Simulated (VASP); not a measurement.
# ZrH3 (Pm-3m) in VASP: notebook

Runs on ZrH3. Level: LDA. Tasks: single point.

Program: VASP 6.6.1. These are calculated values, not measurements. Logs are shortened: lines on timing, memory, paths and dates and some standing lists are left out, and cuts for length are marked.

**1. The cell of the first run**

The structure is cubic, space group Pm-3m (No. 221). Conventional cell: a = 3.177 Å, b = 3.177 Å, c = 3.177 Å, α = 90.00°, β = 90.00°, γ = 90.00°. Within 3.0 Å of Zr (site symmetry m-3m) lie 12 H at 2.25 Å. H (site symmetry 4/mmm) has 4 Zr at 2.25 Å and 8 H at 2.25 Å within 3.0 Å.

**2. Single point, LDA**

File INCAR:

```
SYSTEM = ZrH3
PREC = Accurate
ENCUT = 520
EDIFF = 1E-6
ISMEAR = -1
SIGMA = 0.2
LREAL = .False.
LASPH = .True.
NELM = 80
ALGO = Normal
ISIF = 2
LWAVE = .False.
LCHARG = .False.
NBANDS = 16
```

File KPOINTS:

```
Automatic mesh
0
Gamma
  7 7 7
  0 0 0
```

File POSCAR:

```
ZrH3
1.0
    3.1772956673      0.0000000000      0.0000000000
    0.0000000000      3.1772956673      0.0000000000
    0.0000000000      0.0000000000      3.1772956673
Zr H
1 3
Direct
    0.0000000000      0.0000000000      0.0000000000
    0.0000000000      0.5000000000      0.5000000000
    0.5000000000      0.0000000000      0.5000000000
    0.5000000000      0.5000000000      0.0000000000
```

Potentials or basis: VASP PAW LDA potentials, release 64 (Zr_sv, H).

Started as:

```console
cat potpaw_LDA.64/Zr_sv/POTCAR potpaw_LDA.64/H/POTCAR > POTCAR
mpirun -np 1 vasp_std > vasp.out
```

OUTCAR:

```text
SYSTEM = ZrH3
   PREC = Accurate
   ENCUT = 520
   EDIFF = 1E-6
   ISMEAR = -1
   LREAL = .False.
   LASPH = .True.
   NELM = 80
   ISIF = 2

 ion  position               nearest neighbor table
   1  0.000  0.000  0.000-   2 2.25   3 2.25   4 2.25   2 2.25   3 2.25   2 2.25   4 2.25   2 2.25
                             3 2.25   4 2.25   3 2.25   4 2.25
   2  0.000  0.500  0.500-   1 2.25   1 2.25   1 2.25   1 2.25
   3  0.500  0.000  0.500-   1 2.25   1 2.25   1 2.25   1 2.25
   4  0.500  0.500  0.000-   1 2.25   1 2.25   1 2.25   1 2.25

  LATTYP: Found a simple cubic cell.
 ALAT       =     3.1772956673

  Lattice vectors:

 A1 = (   3.1772956673,   0.0000000000,   0.0000000000)
 A2 = (   0.0000000000,   3.1772956673,   0.0000000000)
 A3 = (   0.0000000000,   0.0000000000,   3.1772956673)

Analysis of symmetry for initial positions (statically):
=====================================================================
 Subroutine PRICEL returns:
 Original cell was already a primitive cell.

 Routine SETGRP: Setting up the symmetry group for a
 simple cubic supercell.

 Subroutine GETGRP returns: Found 48 space group operations
 (whereof 48 operations were pure point group operations)
 out of a pool of 48 trial point group operations.

The static configuration has the point symmetry O_h .

Analysis of symmetry for dynamics (positions and initial velocities):
=====================================================================
 Subroutine PRICEL returns:
 Original cell was already a primitive cell.

 Routine SETGRP: Setting up the symmetry group for a
 simple cubic supercell.

 Subroutine GETGRP returns: Found 48 space group operations
 (whereof 48 operations were pure point group operations)
 out of a pool of 48 trial point group operations.

The dynamic configuration has the point symmetry O_h .

 Subroutine INISYM returns: Found 48 space group operations
 (whereof 48 operations are pure point group operations),
 and found     1 'primitive' translations

----------------------------------------------------------------------------------------

                                     Primitive cell

  volume of cell :      32.0755

  direct lattice vectors                    reciprocal lattice vectors
     3.177295667  0.000000000  0.000000000     0.314733064  0.000000000  0.000000000
     0.000000000  3.177295667  0.000000000     0.000000000  0.314733064  0.000000000
     0.000000000  0.000000000  3.177295667     0.000000000  0.000000000  0.314733064

  length of vectors
     3.177295667  3.177295667  3.177295667     0.314733064  0.314733064  0.314733064

  position of ions in fractional coordinates (direct lattice)
     0.000000000  0.000000000  0.000000000
     0.000000000  0.500000000  0.500000000
     0.500000000  0.000000000  0.500000000
     0.500000000  0.500000000  0.000000000

  ion indices of the primitive-cell ions
   primitive index   ion index
                 1           1
                 2           2
                 3           3
                 4           4

----------------------------------------------------------------------------------------

 KPOINTS: Automatic mesh

Automatic generation of k-mesh.
 Grid dimensions read from file:
 generate k-points for:    7    7    7

 Generating k-lattice:

  Cartesian coordinates                     Fractional coordinates (reciprocal lattice)
     0.044961866  0.000000000  0.000000000     0.142857143  0.000000000  0.000000000
     0.000000000  0.044961866  0.000000000     0.000000000  0.142857143  0.000000000
     0.000000000  0.000000000  0.044961866     0.000000000  0.000000000  0.142857143

  Length of vectors
     0.044961866  0.044961866  0.044961866

  Shift w.r.t. Gamma in fractional coordinates (k-lattice)
     0.000000000  0.000000000  0.000000000

 Subroutine IBZKPT returns following result:
 ===========================================

 Found     20 irreducible k-points:

 Following reciprocal coordinates:
            Coordinates               Weight
  0.000000  0.000000  0.000000      1.000000
  0.142857  0.000000  0.000000      6.000000
  0.285714  0.000000  0.000000      6.000000
  0.428571  0.000000  0.000000      6.000000
  0.142857  0.142857  0.000000     12.000000
  0.285714  0.142857  0.000000     24.000000
[... 12 lines left out ...]
  0.428571  0.428571  0.285714     24.000000
  0.428571  0.428571  0.428571      8.000000
   k-points           NKPTS =     20   k-points in BZ     NKDIM =     20   number of bands    NBANDS=     16
   number of dos      NEDOS =    301   number of ions     NIONS =      4
   total plane-waves  NPLWV =  13824
   dimension x,y,z NGX =    24 NGY =   24 NGZ =   24
   dimension x,y,z NGXF=    48 NGYF=   48 NGZF=   48
   ions per type =               1   3
   NGX,Y,Z   is equivalent  to a cutoff of  12.56, 12.56, 12.56 a.u.
   NGXF,Y,Z  is equivalent  to a cutoff of  25.12, 25.12, 25.12 a.u.
 SYSTEM =  ZrH3
   PREC   = accura    normal or accurate (medium, high low for compatibility)
   ISTART =      0    job   : 0-new  1-cont  2-samecut
   ICHARG =      2    charge: 1-file 2-atom 10-const
   ISPIN  =      1    spin polarized calculation?
   LNONCOLLINEAR =      F non collinear calculations
   LSORBIT =      F    spin-orbit coupling
   LASPH  =      T    aspherical Exc in radial PAW
   ENCUT  =  520.0 eV  38.22 Ry    6.18 a.u.   5.91  5.91  5.91*2*pi/ulx,y,z
   NELM   =     80;   NELMIN=  2; NELMDL= -5     # of ELM steps
   EDIFF  = 0.1E-05   stopping-criterion for ELM
   LREAL  =      F    real-space projection
   EDIFFG = 0.1E-04   stopping-criterion for IOM
   NSW    =      0    number of steps for IOM
   IBRION =     -1    ionic relax: 0-MD 1-quasi-New 2-CG
   NFREE  =      0    steps in history (QN), initial steepest desc. (CG)
   ISIF   =      2    stress and relaxation
   ISYM   =      2    0-nonsym 1-usesym 2-fastsym
   POTIM  = 0.5000    time-step for ionic-motion
   TEBEG  =    0.0;   TEEND  =   0.0 temperature during run
   PSTRESS=    0.0 pullay stress
   NELECT =      15.0000    total number of electrons
   NUPDOWN=      -1.0000    fix difference up-down
   EMIN   =  10.00;   EMAX   =-10.00  energy-range for DOS
   EFERMI =   0.00;   METHOD = LEGACY
   ISMEAR =    -1;   SIGMA  =   0.20  broadening in eV -4-tet -1-fermi 0-gaus
   EFERMI_NEDOS =   21; number of points for ismear=-14 and -15
   IALGO  =     38    algorithm
   IMIX   =      4    mixing-type and parameters
     AMIX     =   0.40;   BMIX     =  1.00
     AMIX_MAG =   1.60;   BMIX_MAG =  1.00
  volume/ion in A,a.u.               =       8.02        54.11
  Fermi-wavevector in a.u.,A,eV,Ry     =   1.270713  2.401300 21.969499  1.614713
  Thomas-Fermi vector in A             =   2.403686
   LORBIT       =      0    0 simple, 1 ext, 2 COOP (PROOUT), +10 PAW based schemes
   GGA     = CA    functional components
   LHFCALC =     F    Hartree Fock is set to
   AEXX    =    0.0000 exact exchange contribution
   IVDW    =     0    specifies the selected vdW correction
   LEPSILON=     F    determine dielectric tensor
   LRPA    =     F    only Hartree local field effects (RPA)
 non-spin polarized calculation
  energy-cutoff  :      520.00
  volume of cell :       32.08
 maximum number of plane-waves:       882
 NGX is ok and might be reduce to    24
   NGX = 11   NGY = 11   NGZ = 11

 number of electron      14.9999999 magnetization

 Free energy of the ion-electron system (eV)
  ---------------------------------------------------
  ext. energy  EPLUGINS =         0.00000000
  ---------------------------------------------------
  free energy    TOTEN  =       -21.27878962 eV

  energy without entropy =      -21.17652710  energy(sigma->0) =      -21.22765836

 E-fermi :   7.1984     XC(G=0): -11.1956

 val. band max:        7.0653236630   @ k =   0.2857   0.2857   0.0000
 cond. band min:       7.2697510060   @ k =   0.2857   0.2857   0.1429
 fundamental gap:      0.2044273430
 Fermi energy:         7.1984495167

 k-point     1 :       0.0000    0.0000    0.0000
  band No.  band energies     occupation
      1     -41.9217      2.00000
      2     -19.8219      2.00000
      3     -19.8219      2.00000
      4     -19.8219      2.00000
      5      -2.6921      2.00000
      6       3.2120      2.00000
[... 8 lines left out ...]
     15      15.1020      0.00000
     16      19.6956      0.00000

 k-point     2 :       0.1429    0.0000    0.0000
  band No.  band energies     occupation
      1     -41.9109      2.00000
      2     -19.9490      2.00000
      3     -19.8113      2.00000
      4     -19.8113      2.00000
      5      -2.3228      2.00000
      6       3.2309      2.00000
[... 8 lines left out ...]
     15      16.0343      0.00000
     16      21.4070      0.00000

 k-point     3 :       0.2857    0.0000    0.0000
  band No.  band energies     occupation
      1     -41.8866      2.00000
      2     -20.2245      2.00000
      3     -19.7875      2.00000
      4     -19.7875      2.00000
      5      -1.3215      2.00000
      6       2.8450      2.00000
[... 8 lines left out ...]
     15      17.7124      0.00000
     16      23.2436      0.00000

 k-point     4 :       0.4286    0.0000    0.0000
  band No.  band energies     occupation
      1     -41.8670      2.00000
      2     -20.4364      2.00000
      3     -19.7683      2.00000
      4     -19.7683      2.00000
      5       0.0831      2.00000
      6       1.6495      2.00000
[... 8 lines left out ...]
     15      19.0951      0.00000
     16      19.6663      0.00000

 k-point     5 :       0.1429    0.1429    0.0000
  band No.  band energies     occupation
      1     -41.9002      2.00000
      2     -19.9460      2.00000
      3     -19.9267      2.00000
      4     -19.8009      2.00000
      5      -1.9700      2.00000
      6       3.4121      2.00000
[... 8 lines left out ...]
     15      17.1457      0.00000
     16      22.4962      0.00000

 k-point     6 :       0.2857    0.1429    0.0000
  band No.  band energies     occupation
      1     -41.8761      2.00000
      2     -20.2082      2.00000
      3     -19.9075      2.00000
      4     -19.7773      2.00000
      5      -1.0191      2.00000
      6       3.0325      2.00000
[... 8 lines left out ...]
     15      19.0733      0.00000
     16      21.9643      0.00000
[... 191 lines left out ...]
 k-point    17 :       0.2857    0.2857    0.2857
  band No.  band energies     occupation
      1     -41.8193      2.00000
      2     -20.1439      2.00000
      3     -20.1050      2.00000
      4     -20.1050      2.00000
      5       0.4424      2.00000
      6       3.1461      2.00000
[... 8 lines left out ...]
     15      18.3523      0.00000
     16      18.3523      0.00000

 k-point    18 :       0.4286    0.2857    0.2857
  band No.  band energies     occupation
      1     -41.8007      2.00000
      2     -20.3112      2.00000
      3     -20.1007      2.00000
      4     -20.0765      2.00000
      5       1.0001      2.00000
      6       2.5185      2.00000
[... 8 lines left out ...]
     15      17.9894      0.00000
     16      18.6612      0.00000

 k-point    19 :       0.4286    0.4286    0.2857
  band No.  band energies     occupation
      1     -41.7824      2.00000
      2     -20.2793      2.00000
      3     -20.2740      2.00000
      4     -20.0602      2.00000
      5       1.1587      2.00000
      6       2.2936      2.00000
[... 8 lines left out ...]
     15      17.0617      0.00000
     16      17.4185      0.00000

 k-point    20 :       0.4286    0.4286    0.4286
  band No.  band energies     occupation
      1     -41.7644      2.00000
      2     -20.2479      2.00000
      3     -20.2408      2.00000
      4     -20.2408      2.00000
      5       1.4570      2.00000
      6       1.7797      2.00000
[... 8 lines left out ...]
     15      15.6277      0.00000
     16      16.1040      0.00000

------------------------ aborting loop because EDIFF is reached ----------------------------------------

  FORCE on cell =-STRESS in cart. coord.  units (eV):
  Direction    XX          YY          ZZ          XY          YZ          ZX
  --------------------------------------------------------------------------------------
  -------------------------------------------------------------------------------------
  Total       -2.4081082     -2.4081082     -2.4081082      0.0000000     -0.0000000     -0.0000000
  in kB     -120.2856121   -120.2856121   -120.2856121      0.0000000     -0.0000000     -0.0000000
  external PRESSURE =    -120.2856121 kB  Pullay stress =       0.0000000 kB

 VOLUME and BASIS-vectors are now :
 -----------------------------------------------------------------------------
  energy-cutoff  :      520.00
  volume of cell :       32.08
      direct lattice vectors                 reciprocal lattice vectors
     3.177295667  0.000000000  0.000000000     0.314733064  0.000000000  0.000000000
     0.000000000  3.177295667  0.000000000     0.000000000  0.314733064  0.000000000
     0.000000000  0.000000000  3.177295667     0.000000000  0.000000000  0.314733064

 POSITION                                       TOTAL-FORCE (eV/Angst)
 -----------------------------------------------------------------------------------
      0.00000      0.00000      0.00000         0.000000      0.000000      0.000000
      0.00000      1.58865      1.58865         0.000000      0.000000      0.000000
      1.58865      0.00000      1.58865         0.000000      0.000000      0.000000
      1.58865      1.58865      0.00000         0.000000      0.000000      0.000000
 -----------------------------------------------------------------------------------
    total drift:                                0.000000      0.000000      0.000000

  FREE ENERGIE OF THE ION-ELECTRON SYSTEM (eV)
  ---------------------------------------------------
  free  energy   TOTEN  =       -21.2787896212 eV

  energy  without entropy=      -21.1765270987  energy(sigma->0) =      -21.22765836
```

It took 4.2 s on 1 thread of Intel Xeon Platinum 8488C (Sapphire Rapids), shared host; peak memory 0.13 GiB.

Results:

```yaml
Free_energy: -21.2788 eV
Pressure: -12.0 GPa
```

**3. Single point, LDA**

This run uses another cell than the first one, of 8.21 Å³/atom, 1.024 times its volume.

File INCAR:

```
PREC = Accurate
ENCUT = 520
EDIFF = 1E-6
ISMEAR = -1
SIGMA = 0.2
LREAL = F
LASPH = T
NELM = 60
ALGO = Normal
ISIF = 2
LWAVE = F
LCHARG = T
GGA = CA
LELF = T
LVHAR = T
NBANDS = 16
```

File KPOINTS:

```
regular mesh
0
Gamma
  7 7 7
```

File POSCAR:

```
ZrH3
1.0
    3.2023147735      0.0000000000      0.0000000000
    0.0000000000      3.2023147735      0.0000000000
    0.0000000000      0.0000000000      3.2023147735
Zr H
1 3
Direct
    0.0000000000      0.0000000000      0.0000000000
    0.0000000000      0.5000000000      0.5000000000
    0.5000000000      0.0000000000      0.5000000000
    0.5000000000      0.5000000000      0.0000000000
```

Potentials or basis: VASP PAW LDA potentials, release 64 (Zr_sv, H).

Started as:

```console
cat potpaw_LDA.64/Zr_sv/POTCAR potpaw_LDA.64/H/POTCAR > POTCAR
mpirun -np 1 vasp_std > vasp.out
```

It took 4.5 s on 1 thread of Intel Xeon Platinum 8488C (Sapphire Rapids), shared host; peak memory 0.12 GiB.

Results (log left out):

```
Free energy : -21.2170 eV
Pressure    : -14.2 GPa
```

Levels at points of the mesh, in eV from the Fermi level:
| k point | band 3 | band 4 | band 5 | band 6 | band 7 | band 8 | band 9 | band 10 | band 11 | band 12 |
| --- | --- | --- | --- | --- | --- | --- | --- | --- | --- | --- |
| (0.00, 0.00, 0.00) | -27.08 | -27.08 | -9.75 | -3.90 | -3.90 | 3.31 | 3.31 | 3.31 | 5.50 | 5.50 |

**4. Single point, LDA**

This run uses another cell than the first one, of 8.40 Å³/atom, 1.048 times its volume.

File INCAR:

```
SYSTEM = ZrH3
PREC = Accurate ; ENCUT = 520
EDIFF = 1E-7 ; ISMEAR = -1
SIGMA = 0.2 ; LREAL = .False.
LASPH = .True. ; NELM = 60
ALGO = Normal ; ISIF = 2
LWAVE = .False. ; LCHARG = .False.
GGA = CA ; NBANDS = 16
```

File KPOINTS:

```
Automatic mesh
0
Gamma
  7 7 7
  0 0 0
```

File POSCAR:

```
ZrH3
1.0
    3.2269489321      0.0000000000      0.0000000000
    0.0000000000      3.2269489321      0.0000000000
    0.0000000000      0.0000000000      3.2269489321
Zr H
1 3
Direct
    0.0000000000      0.0000000000      0.0000000000
    0.0000000000      0.5000000000      0.5000000000
    0.5000000000      0.0000000000      0.5000000000
    0.5000000000      0.5000000000      0.0000000000
```

Started as:

```console
cat potpaw_LDA.64/Zr_sv/POTCAR potpaw_LDA.64/H/POTCAR > POTCAR
mpirun -np 1 vasp_std > vasp.out
```

It took 4.5 s on 1 thread of Intel Xeon Platinum 8488C (Sapphire Rapids), shared host; peak memory 0.12 GiB.

It converged, with:

```yaml
Free_energy: -21.1453 eV
Pressure: -16.1 GPa
```

Levels at points of the mesh, in eV from the Fermi level:
| k point | band 3 | band 4 | band 5 | band 6 | band 7 | band 8 | band 9 | band 10 | band 11 | band 12 |
| --- | --- | --- | --- | --- | --- | --- | --- | --- | --- | --- |
| (0.00, 0.00, 0.00) | -27.14 | -27.14 | -9.62 | -3.82 | -3.82 | 3.21 | 3.21 | 3.21 | 5.36 | 5.36 |

**5. Overview**

| cell | gap on the mesh (eV) | pressure (GPa) |
| --- | --- | --- |
| a = 3.177 Å, 4 atoms | none | -12.0 |
| a = 3.202 Å, 4 atoms | none | -14.2 |
| a = 3.227 Å, 4 atoms | none | -16.1 |

Alike in all rows: task single point; level LDA; potentials or basis VASP PAW LDA potentials, release 64 (Zr_sv, H); no spin polarisation; k mesh 7 × 7 × 7; cutoff (eV) 520; smearing fermi-dirac 0.2 eV.

Absolute energies hang on the potentials; compare differences alone.
